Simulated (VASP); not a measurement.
# La (P6_3/mmc) in VASP: further runs, part 2 of 2

VASP 6.6.1.

## 4. Single point, PBEsol

This run uses another cell than the first one, of 33.87 Å³/atom.

Input file INCAR:

```
PREC = Accurate
ENCUT = 520
EDIFF = 1E-6
ISMEAR = 0
SIGMA = 0.15
LREAL = F
LASPH = T
NELM = 80
ALGO = Fast
ISIF = 2
LWAVE = F
LCHARG = F
GGA = PS
NBANDS = 30
```

Input file KPOINTS:

```
regular mesh
0
Gamma
  12 12 4
```

Input file POSCAR:

```
La
1.0
    3.8443000000      0.0000000000      0.0000000000
   -1.9221500000      3.3292614598      0.0000000000
    0.0000000000      0.0000000000     10.5866000000
La
4
Direct
    0.0000000000      0.0000000000      0.0000000000
    0.0000000000      0.0000000000      0.5000000000
    0.3333333333      0.6666666667      0.2500000000
    0.6666666667      0.3333333333      0.7500000000
```

Potentials or basis: VASP PAW PBE potentials, release 64 (La).

Run with:

```console
$ cat potpaw_PBE.64/La/POTCAR > POTCAR
$ mpirun -np 1 vasp_std > vasp.out
```

OUTCAR:

```text
PREC = Accurate
   ENCUT = 520
   EDIFF = 1E-6
   ISMEAR = 0
   LREAL = F
   LASPH = T
   NELM = 80
   ISIF = 2
   GGA = PS

 ion  position               nearest neighbor table
   1  0.000  0.000  0.000-   3 3.45   4 3.45   4 3.45   3 3.45   4 3.45   3 3.45
   2  0.000  0.000  0.500-   3 3.45   4 3.45   4 3.45   3 3.45   4 3.45   3 3.45
   3  0.333  0.667  0.250-   1 3.45   2 3.45   1 3.45   2 3.45   1 3.45   2 3.45
   4  0.667  0.333  0.750-   1 3.45   2 3.45   1 3.45   2 3.45   1 3.45   2 3.45

  LATTYP: Found a hexagonal cell.
 ALAT       =     3.8443000000
 C/A-ratio  =     2.7538433525

  Lattice vectors:

 A1 = (   3.8443000000,   0.0000000000,   0.0000000000)
 A2 = (  -1.9221500000,   3.3292614598,   0.0000000000)
 A3 = (   0.0000000000,   0.0000000000,  10.5866000000)

Analysis of symmetry for initial positions (statically):
=====================================================================
 Subroutine PRICEL returns:
 Original cell was already a primitive cell.

 Routine SETGRP: Setting up the symmetry group for a
 hexagonal supercell.

 Subroutine GETGRP returns: Found 24 space group operations
 (whereof 12 operations were pure point group operations)
 out of a pool of 24 trial point group operations.

The static configuration has the point symmetry D_3d.
 The point group associated with its full space group is D_6h.

Analysis of symmetry for dynamics (positions and initial velocities):
=====================================================================
 Subroutine PRICEL returns:
 Original cell was already a primitive cell.

 Routine SETGRP: Setting up the symmetry group for a
 hexagonal supercell.

 Subroutine GETGRP returns: Found 24 space group operations
 (whereof 12 operations were pure point group operations)
 out of a pool of 24 trial point group operations.

The dynamic configuration has the point symmetry D_3d.
[... 122 lines left out ...]
   IMIX   =      4    mixing-type and parameters
     AMIX     =   0.40;   BMIX     =  1.00
     AMIX_MAG =   1.60;   BMIX_MAG =  1.00
  volume/ion in A,a.u.               =      33.87       228.59
  Fermi-wavevector in a.u.,A,eV,Ry     =   1.125257  2.126428 17.227750  1.266204
  Thomas-Fermi vector in A             =   2.261933
   LORBIT       =      0    0 simple, 1 ext, 2 COOP (PROOUT), +10 PAW based schemes
   GGA     = PS    functional components
   LHFCALC =     F    Hartree Fock is set to
   AEXX    =    0.0000 exact exchange contribution
   IVDW    =     0    specifies the selected vdW correction
   LEPSILON=     F    determine dielectric tensor
   LRPA    =     F    only Hartree local field effects (RPA)
 non-spin polarized calculation
 RMM-DIIS sequential band-by-band and
 Gauss-broadening in eV      SIGMA  =   0.15
  energy-cutoff  :      520.00
  volume of cell :      135.49
 maximum number of plane-waves:      3672
 NGX is ok and might be reduce to    30
   NGX = 15   NGY = 15   NGZ = 39

 number of electron      44.0000002 magnetization

 Free energy of the ion-electron system (eV)
  ---------------------------------------------------
  ext. energy  EPLUGINS =         0.00000000
  ---------------------------------------------------
  free energy    TOTEN  =       -21.06995400 eV

  energy without entropy =      -21.00890623  energy(sigma->0) =      -21.03943012

 E-fermi :   8.5969     XC(G=0): -10.0561

 val. band max:        8.5936829743   @ k =   0.1667   0.1667   0.2500
 cond. band min:       8.6024767460   @ k =   0.3333  -0.0000   0.2500
 fundamental gap:      0.0087937716
 Fermi energy:         8.5968990644

 k-point     1 :       0.0000    0.0000    0.0000
  band No.  band energies     occupation
      1     -24.1832      2.00000
      2     -23.9513      2.00000
      3     -23.9487      2.00000
      4     -23.7008      2.00000
      5      -8.8846      2.00000
      6      -7.8516      2.00000
[... 781 lines left out ...]
     29      10.1018      0.00000
     30      10.4002      0.00000

 [... further k-points ...]

------------------------ aborting loop because EDIFF is reached ----------------------------------------

  FORCE on cell =-STRESS in cart. coord.  units (eV):
  Direction    XX          YY          ZZ          XY          YZ          ZX
  --------------------------------------------------------------------------------------
  -------------------------------------------------------------------------------------
  Total       -1.5009302     -1.5009302      4.9545694      0.0000000      0.0000000     -0.0000000
  in kB      -17.7479995    -17.7479995     58.5861311      0.0000000      0.0000000     -0.0000000
  external PRESSURE =       7.6967107 kB  Pullay stress =       0.0000000 kB

 VOLUME and BASIS-vectors are now :
 -----------------------------------------------------------------------------
  energy-cutoff  :      520.00
  volume of cell :      135.49
      direct lattice vectors                 reciprocal lattice vectors
     3.844300000  0.000000000  0.000000000     0.260125380  0.150183458  0.000000000
    -1.922150000  3.329261460  0.000000000     0.000000000  0.300366917  0.000000000
     0.000000000  0.000000000 10.586600000     0.000000000  0.000000000  0.094459033

 POSITION                                       TOTAL-FORCE (eV/Angst)
 -----------------------------------------------------------------------------------
      0.00000      0.00000      0.00000         0.000000      0.000000      0.000000
      0.00000      0.00000      5.29330         0.000000      0.000000      0.000000
     -0.00000      2.21951      2.64665         0.000000     -0.000000     -0.000000
      1.92215      1.10975      7.93995        -0.000000      0.000000      0.000000
 -----------------------------------------------------------------------------------
    total drift:                               -0.000000      0.000000     -0.000000

  FREE ENERGIE OF THE ION-ELECTRON SYSTEM (eV)
  ---------------------------------------------------
  free  energy   TOTEN  =       -21.0699540025 eV

  energy  without entropy=      -21.0089062328  energy(sigma->0) =      -21.03943012
```

Wall time 14 min (1 thread of AMD EPYC 9R45 (Zen 5), shared host); peak memory 0.36 GiB.

Results:

| Quantity | Value |
| --- | --- |
| Free energy | -21.0700 eV |
| Pressure | 0.8 GPa |
| Band gap on the k mesh | zero (bands 22 and 23 overlap by 1.06 eV) |

Caveat: the stress differs along the axes, from -2 to 6 GPa; the PAW data sets were made with another functional, which shifts forces and pressure a little; spin-orbit coupling is left out, which moves the levels of the heavy elements.

## 5. Summary

| cell | further INCAR settings | gap on the mesh (eV) | pressure (GPa) |
| --- | --- | --- | --- |
| a = 3.735, b = 3.734, c = 11.149 Å, angles 90.0, 90.0, 120.0°, 4 atoms | ALGO = Fast; EDIFF = 1e-06; NBANDS = 30 | none | 0.5 |
| a = 3.698, b = 3.698, c = 11.430 Å, angles 90.0, 90.0, 120.0°, 4 atoms | ALGO = Fast; EDIFF = 1e-07; NBANDS = 30 | none | 0.3 |
| a = 3.844, b = 3.844, c = 10.587 Å, angles 90.0, 90.0, 120.0°, 4 atoms | ALGO = Fast; EDIFF = 1e-06; NBANDS = 30 | none | 0.8 |

Alike in all rows: task single point; level PBEsol; potentials or basis VASP PAW PBE potentials, release 64 (La); no spin polarisation; k mesh 12 × 12 × 4; cutoff (eV) 520; smearing gaussian 0.15 eV.

Caveats: the PAW data sets were made with another functional, which shifts forces and pressure a little; spin-orbit coupling is left out, which moves the levels of the heavy elements; the stress differs along the axes, from -2 to 6 GPa (at least some runs).

Total energies depend on the potentials used, so only differences within one code and one set of settings carry meaning.

The gap in the log of VASP goes by the Fermi energy; the results here count the filled bands.